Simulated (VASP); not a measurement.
Wanted: the native input for a VASP 6.6.1 run.

```
Task                   : single point
Functional             : LDA
Potentials or basis    : VASP PAW LDA potentials, release 64 (Rb_sv)
Cutoff                 : 520 eV
k mesh                 : 12 × 12 × 12
Occupations            : gaussian, width 0.15 eV
Spin                   : no spin polarisation
Dipole correction      : no
Further INCAR settings : ALGO = Fast; EDIFF = 1e-06; NBANDS = 10
```

The structure of Rb lies in POSCAR:

```
Rb
1.0
    0.0000000000      4.0858380820      2.8886875240
    4.0858380820      0.0000000000      2.8886875240
    4.0858380820      4.0858380820      0.0000000000
Rb
1
Direct
    0.0000000000      0.0000000000      0.0000000000
```

This cell differs from its parent crystal: ratio of the length along z to the lengths across it x 0.707, volume and fractional coordinates fixed.

These files were run (other wordings do the same):

INCAR

```
SYSTEM = Rb
PREC = Accurate
ENCUT = 520
EDIFF = 1E-6
ISMEAR = 0
SIGMA = 0.15
LREAL = .FALSE.
LASPH = .TRUE.
NELM = 60
ALGO = Fast
ISIF = 2
LWAVE = .FALSE.
LCHARG = .FALSE.
GGA = CA
NBANDS = 10
```

KPOINTS

```
regular mesh
0
G
  12 12 12
  0 0 0
```

Potentials or basis: VASP PAW LDA potentials, release 64 (Rb_sv).

Run with:

```sh
$ cat potpaw_LDA.64/Rb_sv/POTCAR > POTCAR
$ mpirun -np 1 vasp_std > vasp.out
```

Results of the run:

```yaml
Pressure: -0.5 GPa
Band_gap_on_the_k_mesh: zero (an odd number of electrons rules out a gap without spin polarisation)
```

Run time: 6.9 min on 1 thread of Intel Xeon 8259CL, with other jobs on the host, peak memory 0.31 GiB.
